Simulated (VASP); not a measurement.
# ScPb3Cl6 (Fm-3m) in VASP: notebook

ScPb3Cl6 is run at these levels: LDA, PBE+U, PBE; tasks: single point.

All numbers are computed with VASP 6.6.1; they aren't measurements. Logs are shortened: lines on timing, memory, paths and dates and some standing lists are left out, and cuts for length are marked.

## Step 1: The cell of the first run

It takes space group Fm-3m (No. 225, cubic). The conventional cell has a = 10.656 Å, b = 10.656 Å, c = 10.656 Å, α = 90.00°, β = 90.00°, γ = 90.00°. Pb (site symmetry -43m) has 12 Cl at 3.77 Å and 4 Pb at 4.61 Å and 4 Sc at 4.61 Å within 5.0 Å. Pb (site symmetry m-3m) has 6 Cl at 2.79 Å within 3.7 Å. Cl (site symmetry 4mm) has 1 Sc at 2.54 Å and 1 Pb at 2.79 Å within 3.3 Å. Sc (site symmetry m-3m) has 6 Cl at 2.54 Å within 3.3 Å.

## Step 2: Single point, LDA

Input file INCAR:

```
PREC     = Accurate       # precision mode
ENCUT    = 520            # plane-wave cutoff, eV
EDIFF    = 1E-6           # SCF threshold, eV
ISMEAR   = -1             # smearing method
SIGMA    = 0.1312         # smearing width, eV
LREAL    = False          # projectors in reciprocal space
LASPH    = True           # aspherical terms in the spheres
NELM     = 80             # most SCF steps
ALGO     = Normal         # electronic algorithm
ISIF     = 2              # what is computed and relaxed
LWAVE    = False          # write WAVECAR
LCHARG   = False          # write CHGCAR
NBANDS   = 58             # bands
```

Input file KPOINTS:

```
regular mesh
0
Gamma
  3 3 3
```

Input file POSCAR:

```
ScPb3Cl6
1.0
    0.0000000000      5.3279650000      5.3279650000
    5.3279650000      0.0000000000      5.3279650000
    5.3279650000      5.3279650000      0.0000000000
Pb Cl Sc
3 6 1
Direct
    0.2500000000      0.2500000000      0.2500000000
    0.7500000000      0.7500000000      0.7500000000
    0.5000000000      0.5000000000      0.5000000000
    0.2380000000      0.7620000000      0.7620000000
    0.7620000000      0.2380000000      0.7620000000
    0.7620000000      0.2380000000      0.2380000000
    0.2380000000      0.7620000000      0.2380000000
    0.7620000000      0.7620000000      0.2380000000
    0.2380000000      0.2380000000      0.7620000000
    0.0000000000      0.0000000000      0.0000000000
```

Potentials or basis: VASP PAW LDA potentials, release 64 (Pb_d, Cl, Sc_sv).

The run is started by

```
> cat potpaw_LDA.64/Pb_d/POTCAR potpaw_LDA.64/Cl/POTCAR potpaw_LDA.64/Sc_sv/POTCAR > POTCAR
> mpirun -np 1 vasp_std > vasp.out
```

OUTCAR:

```text
PREC = Accurate
   ENCUT = 520
   EDIFF = 1E-6
   ISMEAR = -1
   LREAL = False
   LASPH = True
   NELM = 80
   ISIF = 2

 ion  position               nearest neighbor table
   1  0.250  0.250  0.250-
   2  0.750  0.750  0.750-
   3  0.500  0.500  0.500-   4 2.79   5 2.79   6 2.79   7 2.79   8 2.79   9 2.79
   4  0.238  0.762  0.762-  10 2.54   3 2.79
   5  0.762  0.238  0.762-  10 2.54   3 2.79
   6  0.762  0.238  0.238-  10 2.54   3 2.79
   7  0.238  0.762  0.238-  10 2.54   3 2.79
   8  0.762  0.762  0.238-  10 2.54   3 2.79
   9  0.238  0.238  0.762-  10 2.54   3 2.79
  10  0.000  0.000  0.000-   4 2.54   5 2.54   6 2.54   7 2.54   8 2.54   9 2.54

  LATTYP: Found a face centered cubic cell.
 ALAT       =    10.6559300000

  Lattice vectors:

 A1 = (   0.0000000000,   5.3279650000,   5.3279650000)
 A2 = (   5.3279650000,   0.0000000000,   5.3279650000)
 A3 = (   5.3279650000,   5.3279650000,   0.0000000000)

Analysis of symmetry for initial positions (statically):
=====================================================================
 Subroutine PRICEL returns:
 Original cell was already a primitive cell.

 Routine SETGRP: Setting up the symmetry group for a
 face centered cubic supercell.

 Subroutine GETGRP returns: Found 48 space group operations
 (whereof 48 operations were pure point group operations)
 out of a pool of 48 trial point group operations.

The static configuration has the point symmetry O_h .

Analysis of symmetry for dynamics (positions and initial velocities):
=====================================================================
 Subroutine PRICEL returns:
 Original cell was already a primitive cell.

 Routine SETGRP: Setting up the symmetry group for a
 face centered cubic supercell.

 Subroutine GETGRP returns: Found 48 space group operations
 (whereof 48 operations were pure point group operations)
 out of a pool of 48 trial point group operations.

The dynamic configuration has the point symmetry O_h .

 Subroutine INISYM returns: Found 48 space group operations
 (whereof 48 operations are pure point group operations),
 and found     1 'primitive' translations

----------------------------------------------------------------------------------------

                                     Primitive cell

  volume of cell :     302.4921

  direct lattice vectors                    reciprocal lattice vectors
     0.000000000  5.327965000  5.327965000    -0.093844460  0.093844460  0.093844460
     5.327965000  0.000000000  5.327965000     0.093844460 -0.093844460  0.093844460
     5.327965000  5.327965000  0.000000000     0.093844460  0.093844460 -0.093844460

  length of vectors
     7.534880363  7.534880363  7.534880363     0.162543373  0.162543373  0.162543373

  position of ions in fractional coordinates (direct lattice)
     0.250000000  0.250000000  0.250000000
     0.750000000  0.750000000  0.750000000
     0.500000000  0.500000000  0.500000000
     0.238000000  0.762000000  0.762000000
     0.762000000  0.238000000  0.762000000
     0.762000000  0.238000000  0.238000000
     0.238000000  0.762000000  0.238000000
     0.762000000  0.762000000  0.238000000
     0.238000000  0.238000000  0.762000000
     0.000000000  0.000000000  0.000000000

  ion indices of the primitive-cell ions
   primitive index   ion index
                 1           1
                 2           2
                 3           3
                 4           4
                 5           5
                 6           6
                 7           7
                 8           8
                 9           9
                10          10

----------------------------------------------------------------------------------------

 KPOINTS: regular mesh

Automatic generation of k-mesh.
 Grid dimensions read from file:
 generate k-points for:    3    3    3

 Generating k-lattice:

  Cartesian coordinates                     Fractional coordinates (reciprocal lattice)
    -0.031281487  0.031281487  0.031281487     0.333333333  0.000000000  0.000000000
     0.031281487 -0.031281487  0.031281487     0.000000000  0.333333333  0.000000000
     0.031281487  0.031281487 -0.031281487     0.000000000  0.000000000  0.333333333

  Length of vectors
     0.054181124  0.054181124  0.054181124

  Shift w.r.t. Gamma in fractional coordinates (k-lattice)
     0.000000000  0.000000000  0.000000000

 Subroutine IBZKPT returns following result:
 ===========================================

 Found      4 irreducible k-points:

 Following reciprocal coordinates:
            Coordinates               Weight
  0.000000  0.000000  0.000000      1.000000
  0.333333  0.000000  0.000000      8.000000
  0.333333  0.333333  0.000000      6.000000
 -0.333333  0.333333  0.000000     12.000000
   k-points           NKPTS =      4   k-points in BZ     NKDIM =      4   number of bands    NBANDS=     58
   number of dos      NEDOS =    301   number of ions     NIONS =     10
   total plane-waves  NPLWV = 175616
   dimension x,y,z NGX =    56 NGY =   56 NGZ =   56
   dimension x,y,z NGXF=   112 NGYF=  112 NGZF=  112
   ions per type =               3   6   1
   NGX,Y,Z   is equivalent  to a cutoff of  12.36, 12.36, 12.36 a.u.
   NGXF,Y,Z  is equivalent  to a cutoff of  24.71, 24.71, 24.71 a.u.
 SYSTEM =  unknown system
   PREC   = accura    normal or accurate (medium, high low for compatibility)
   ISTART =      0    job   : 0-new  1-cont  2-samecut
   ICHARG =      2    charge: 1-file 2-atom 10-const
   ISPIN  =      1    spin polarized calculation?
   LNONCOLLINEAR =      F non collinear calculations
   LSORBIT =      F    spin-orbit coupling
   LASPH  =      T    aspherical Exc in radial PAW
   ENCUT  =  520.0 eV  38.22 Ry    6.18 a.u.  14.01 14.01 14.01*2*pi/ulx,y,z
   NELM   =     80;   NELMIN=  2; NELMDL= -5     # of ELM steps
   EDIFF  = 0.1E-05   stopping-criterion for ELM
   LREAL  =      F    real-space projection
   EDIFFG = 0.1E-04   stopping-criterion for IOM
   NSW    =      0    number of steps for IOM
   IBRION =     -1    ionic relax: 0-MD 1-quasi-New 2-CG
   NFREE  =      0    steps in history (QN), initial steepest desc. (CG)
   ISIF   =      2    stress and relaxation
   ISYM   =      2    0-nonsym 1-usesym 2-fastsym
   POTIM  = 0.5000    time-step for ionic-motion
   TEBEG  =    0.0;   TEEND  =   0.0 temperature during run
   PSTRESS=    0.0 pullay stress
   NELECT =      95.0000    total number of electrons
   NUPDOWN=      -1.0000    fix difference up-down
   EMIN   =  10.00;   EMAX   =-10.00  energy-range for DOS
   EFERMI =   0.00;   METHOD = LEGACY
   ISMEAR =    -1;   SIGMA  =   0.13  broadening in eV -4-tet -1-fermi 0-gaus
   EFERMI_NEDOS =   21; number of points for ismear=-14 and -15
   IALGO  =     38    algorithm
   IMIX   =      4    mixing-type and parameters
     AMIX     =   0.40;   BMIX     =  1.00
     AMIX_MAG =   1.60;   BMIX_MAG =  1.00
  volume/ion in A,a.u.               =      30.25       204.13
  Fermi-wavevector in a.u.,A,eV,Ry     =   1.112785  2.102859 16.847970  1.238291
  Thomas-Fermi vector in A             =   2.249363
   LORBIT       =      0    0 simple, 1 ext, 2 COOP (PROOUT), +10 PAW based schemes
   GGA     = CA    functional components
   LHFCALC =     F    Hartree Fock is set to
   AEXX    =    0.0000 exact exchange contribution
   IVDW    =     0    specifies the selected vdW correction
   LEPSILON=     F    determine dielectric tensor
   LRPA    =     F    only Hartree local field effects (RPA)
 non-spin polarized calculation
  energy-cutoff  :      520.00
  volume of cell :      302.49
 maximum number of plane-waves:      8154
   NGX = 29   NGY = 29   NGZ = 29

 number of electron      95.0000009 magnetization

 Free energy of the ion-electron system (eV)
  ---------------------------------------------------
  ext. energy  EPLUGINS =         0.00000000
  ---------------------------------------------------
  free energy    TOTEN  =       -41.84350043 eV

  energy without entropy =      -41.34148281  energy(sigma->0) =      -41.59249162

 E-fermi :   3.9323     XC(G=0):  -8.9530

 val. band max:        3.9154592827   @ k =  -0.3333   0.3333   0.0000
 cond. band min:       3.9795835570   @ k =   0.3333   0.0000   0.0000
 fundamental gap:      0.0641242743
 Fermi energy:         3.9323317742

 k-point     1 :       0.0000    0.0000    0.0000
  band No.  band energies     occupation
      1     -46.7791      2.00000
      2     -25.7547      2.00000
      3     -25.7547      2.00000
      4     -25.7547      2.00000
      5     -14.5323      2.00000
      6     -14.5323      2.00000
[... 50 lines left out ...]
     57       5.4995      0.00001
     58       5.5005      0.00001

 k-point     2 :       0.3333    0.0000    0.0000
  band No.  band energies     occupation
      1     -46.7791      2.00000
      2     -25.7547      2.00000
      3     -25.7547      2.00000
      4     -25.7547      2.00000
      5     -14.5324      2.00000
      6     -14.5324      2.00000
[... 50 lines left out ...]
     57       4.9637      0.00077
     58       5.5514      0.00001

 k-point     3 :       0.3333    0.3333    0.0000
  band No.  band energies     occupation
      1     -46.7791      2.00000
      2     -25.7547      2.00000
      3     -25.7547      2.00000
      4     -25.7547      2.00000
      5     -14.5375      2.00000
      6     -14.5316      2.00000
[... 50 lines left out ...]
     57       5.9772      0.00000
     58       5.9783      0.00000

 k-point     4 :      -0.3333    0.3333    0.0000
  band No.  band energies     occupation
      1     -46.7791      2.00000
      2     -25.7547      2.00000
      3     -25.7547      2.00000
      4     -25.7547      2.00000
      5     -14.5371      2.00000
      6     -14.5320      2.00000
[... 50 lines left out ...]
     57       5.3851      0.00003
     58       6.2455      0.00000

------------------------ aborting loop because EDIFF is reached ----------------------------------------

  FORCE on cell =-STRESS in cart. coord.  units (eV):
  Direction    XX          YY          ZZ          XY          YZ          ZX
  --------------------------------------------------------------------------------------
  -------------------------------------------------------------------------------------
  Total       -5.5476551     -5.5476551     -5.5476551      0.0000000      0.0000000     -0.0000000
  in kB      -29.3836638    -29.3836638    -29.3836638      0.0000000      0.0000000     -0.0000000
  external PRESSURE =     -29.3836638 kB  Pullay stress =       0.0000000 kB

 VOLUME and BASIS-vectors are now :
 -----------------------------------------------------------------------------
  energy-cutoff  :      520.00
  volume of cell :      302.49
      direct lattice vectors                 reciprocal lattice vectors
     0.000000000  5.327965000  5.327965000    -0.093844460  0.093844460  0.093844460
     5.327965000  0.000000000  5.327965000     0.093844460 -0.093844460  0.093844460
     5.327965000  5.327965000  0.000000000     0.093844460  0.093844460 -0.093844460

 POSITION                                       TOTAL-FORCE (eV/Angst)
 -----------------------------------------------------------------------------------
      2.66398      2.66398      2.66398         0.000000      0.000000     -0.000000
      7.99195      7.99195      7.99195         0.000000      0.000000     -0.000000
      5.32796      5.32796      5.32796         0.000000      0.000000     -0.000000
      8.11982      5.32797      5.32797         0.554298      0.000000     -0.000000
      5.32797      8.11982      5.32797         0.000000      0.554298     -0.000000
      2.53611      5.32797      5.32797        -0.554298      0.000000     -0.000000
      5.32797      2.53611      5.32797         0.000000     -0.554298     -0.000000
      5.32797      5.32797      8.11982         0.000000      0.000000      0.554298
      5.32797      5.32797      2.53611         0.000000      0.000000     -0.554298
      0.00000      0.00000      0.00000         0.000000      0.000000     -0.000000
 -----------------------------------------------------------------------------------
    total drift:                                0.000000      0.000000      0.000000

  FREE ENERGIE OF THE ION-ELECTRON SYSTEM (eV)
  ---------------------------------------------------
  free  energy   TOTEN  =       -41.8435004326 eV

  energy  without entropy=      -41.3414828149  energy(sigma->0) =      -41.59249162
```

It took 2 min on 1 thread of Intel Xeon Platinum 8488C (Sapphire Rapids), shared host; peak memory 0.35 GiB.

What came out:

```
Free energy            : -41.8435 eV
Pressure               : -2.9 GPa
Largest force          : 0.554 eV/Å
Band gap on the k mesh : zero (an odd number of electrons rules out a gap without spin polarisation)
```

Forces on the atoms (eV/Å):
```
Pb   0.000  0.000  0.000
Pb   0.000  0.000  0.000
Pb   0.000  0.000  0.000
Cl   0.554  0.000  0.000
Cl   0.000  0.554  0.000
Cl  -0.554  0.000  0.000
Cl   0.000 -0.554  0.000
Cl   0.000  0.000  0.554
Cl   0.000  0.000 -0.554
Sc   0.000  0.000  0.000
```

Caveat: spin-orbit coupling is left out, which moves the levels of the heavy elements; an odd number of electrons without spin polarisation forces a metal; a magnetic or distorted state may lie lower.

## Step 3: Single point, PBE+U

Input file INCAR:

```
PREC = Accurate
ENCUT = 520
EDIFF = 1E-7
ISMEAR = -1
SIGMA = 0.1312
LREAL = False
LASPH = True
NELM = 150
ALGO = Normal
ISIF = 2
LWAVE = False
LCHARG = True
LMAXMIX = 4
LDAU = True
LDAUTYPE = 2
LDAUL = -1 -1 2
LDAUU = 0 0 8
LDAUJ = 0 0 0
LDAUPRINT = 1
GGA = PE
LELF = True
LVHAR = True
NBANDS = 58
```

KPOINTS is that of step 2.

POSCAR is that of step 2.

Potentials or basis: VASP PAW PBE potentials, release 64 (Pb_d, Cl, Sc_sv).

The run is started by

```
> cat potpaw_PBE.64/Pb_d/POTCAR potpaw_PBE.64/Cl/POTCAR potpaw_PBE.64/Sc_sv/POTCAR > POTCAR
> mpirun -np 1 vasp_std > vasp.out
```

It took 2.3 min on 1 thread of Intel Xeon Platinum 8488C (Sapphire Rapids), shared host; peak memory 0.44 GiB.

Results (log left out):

- Free energy: -34.5931 eV
- Pressure: 2.0 GPa
- Largest force: 0.161 eV/Å
- Band gap on the k mesh: zero (an odd number of electrons rules out a gap without spin polarisation)

Forces on the atoms (eV/Å):
```
Pb   0.000  0.000  0.000
Pb   0.000  0.000  0.000
Pb   0.000  0.000  0.000
Cl   0.161  0.000  0.000
Cl   0.000  0.161  0.000
Cl  -0.161  0.000  0.000
Cl   0.000 -0.161  0.000
Cl   0.000  0.000  0.161
Cl   0.000  0.000 -0.161
Sc   0.000  0.000  0.000
```

Levels at points of the mesh, in eV from the Fermi level:
```csv
k point,band 45,band 46,band 47,band 48,band 49,band 50
"(0.00, 0.00, 0.00)",-4.01,-4.01,0.62,0.62,0.62,0.95
```

Eigenvalues of the final occupation matrices:
```csv
site,spin,trace,eigenvalues
site 10 d,1,0.28,0.03 0.03 0.03 0.09 0.09
site 10 d,2,0.28,0.03 0.03 0.03 0.09 0.09
```

Caveat: spin-orbit coupling is left out, which moves the levels of the heavy elements; an odd number of electrons without spin polarisation forces a metal; a magnetic or distorted state may lie lower; U without spin polarisation on a metal has little footing.

(Continued in part 2 of 2.)
